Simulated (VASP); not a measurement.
Input of a VASP 6.6.1 run:

Contents of INCAR:

```
SYSTEM = Sc
  ALGO = Fast
  EDIFF = 1E-7
  ENCUT = 520
  GGA = PS
  ISIF = 2
  ISMEAR = 0
  LASPH = .True.
  LCHARG = .False.
  LREAL = .False.
  LWAVE = .False.
  NBANDS = 18
  NELM = 80
  PREC = Accurate
  SIGMA = 0.15
```

Contents of KPOINTS:

```
k-points
0
Gamma
  18 18 10
  0 0 0
```

File POSCAR:

```
Sc
1.0
    3.3087978973      0.0000000000      0.0000000000
   -1.6543989486      2.8655030350      0.0000000000
    0.0000000000      0.0000000000      5.3470200000
Sc
2
Direct
    0.3333333333      0.6666666667      0.2500000000
    0.6666666667      0.3333333333      0.7500000000
```

Potentials or basis: VASP PAW PBE potentials, release 64 (Sc_sv).

Run with:

```console
$ cat potpaw_PBE.64/Sc_sv/POTCAR > POTCAR
$ mpirun -np 1 vasp_std > vasp.out
```

Q: Estimate the band gap on the k mesh.

A: Zero (band 11 reaches 4.24 eV, above the bottom of band 12 at 2.98 eV).

Q: What does it give for the pressure?

A: -3.4 GPa.

Stress tensor (GPa, compression positive):
```
-2.57  0.00  0.00
 0.00 -2.57  0.00
 0.00  0.00 -5.07
```

Caveat: the cell differs from its parent crystal (strain +0.0150 x Voigt [0, 0, 1, 0, 0, 0]); the PAW data sets were made with another functional, which shifts forces and pressure a little.
